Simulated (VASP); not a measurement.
Here is a VASP 6.6.1 calculation.

INCAR

```
SYSTEM = PbS
  PREC = Accurate
  ENCUT = 520
  EDIFF = 1E-6
  ISMEAR = 0
  SIGMA = 0.016
  LREAL = .FALSE.
  LASPH = .TRUE.
  NELM = 100
  ALGO = Normal
  ISIF = 2
  LWAVE = .FALSE.
  LCHARG = .FALSE.
  GGA = PE
  NBANDS = 17
```

The input KPOINTS:

```
Automatic mesh
0
G
  7 7 7
  0 0 0
```

POSCAR

```
PbS
1.0
    3.6536590000      0.0000000000      0.0000000000
    0.0000000000      3.6536590000      0.0000000000
    0.0000000000      0.0000000000      3.6536590000
Pb S
1 1
Direct
    0.0000000000      0.0000000000      0.0000000000
    0.5000000000      0.5000000000      0.5000000000
```

Potentials or basis: VASP PAW PBE potentials, release 64 (Pb_d, S).

Launch:

```bash
$ cat potpaw_PBE.64/Pb_d/POTCAR potpaw_PBE.64/S/POTCAR > POTCAR
$ mpirun -np 1 vasp_std > vasp.out
```

What does it give for the band gap on the k mesh?

0.10 eV, indirect (least direct gap 1.42 eV).

Predict the pressure.

0.2 GPa.

Caveat: spin-orbit coupling is left out, which moves the levels of the heavy elements. A k mesh can miss the band edges.
